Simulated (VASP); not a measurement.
Set up this calculation in VASP 6.6.1, as the native input.

```yaml
Task: single point
Functional: PBE0
Potentials_or_basis: VASP PAW PBE potentials, release 64 (Cd, S)
Cutoff: 520 eV
k_mesh: 6 × 6 × 4
Occupations: fermi-dirac, width 0.05 eV
Spin: no spin polarisation
Dipole_correction: no
Grid_for_exact_exchange_PRECFOCK: Normal
Further_INCAR_settings: ALGO = Normal; EDIFF = 1e-06; NBANDS = 16
Share_of_exact_exchange: 0.25
```

The system is CdS.

```
Cd S
1.0
     4.26117    0.00000    0.00000
    -2.13058    3.69028    0.00000
     0.00000    0.00000    5.80417
Cd S
1 1
Cartesian
  0.0000 0.0000 2.5695
  2.1306 1.2301 2.5208
```

These files were run (other wordings do the same):

POSCAR

```
CdS
1.0
    4.2611695877      0.0000000000      0.0000000000
   -2.1305847939      3.6902811128      0.0000000000
    0.0000000000      0.0000000000      5.8041729400
Cd S
1 1
Direct
    0.0000000000      0.0000000000      0.4426919200
    0.6666666667      0.3333333333      0.4343080800
```

INCAR.step1

```
PREC = Accurate ; ENCUT = 520
EDIFF = 1E-5 ; ISMEAR = -1
SIGMA = 0.05 ; LREAL = False
LASPH = True ; NELM = 80
ALGO = Normal ; ISIF = 2
LWAVE = True ; LCHARG = False
GGA = PE ; NBANDS = 16
LUSENCCL = False
```

INCAR.step2

```
PREC = Accurate ; ENCUT = 520
EDIFF = 1E-6 ; ISMEAR = -1
SIGMA = 0.05 ; LREAL = False
LASPH = True ; NELM = 80
ALGO = Normal ; ISIF = 2
LWAVE = False ; LCHARG = False
GGA = PE ; LHFCALC = True
AEXX = 0.25 ; PRECFOCK = Normal
ISTART = 1 ; NBANDS = 16
LUSENCCL = False
```

KPOINTS

```
Automatic mesh
0
Gamma
  6 6 4
```

Potentials or basis: VASP PAW PBE potentials, release 64 (Cd, S).

Launch:

```sh
$ cat potpaw_PBE.64/Cd/POTCAR potpaw_PBE.64/S/POTCAR > POTCAR
$ cp INCAR.step1 INCAR
$ mpirun -np 1 vasp_std > vasp.out
$ cp INCAR.step2 INCAR
$ mpirun -np 1 vasp_std > vasp.out
```

Results of the run:

```json
{
  "Pressure": "-0.7 GPa",
  "Largest force": "0.017 eV/Å",
  "Band gap on the k mesh": "3.16 eV"
}
```

Caveat: the PAW data sets were made with another functional, which shifts forces and pressure a little.

Wall time 50 min on 1 × NVIDIA H100 80GB with 1 thread of Intel(R) Xeon(R) Platinum 8481C CPU @ 2.70GHz (Sapphire Rapids) (shared host), peak memory 1.2 GiB.
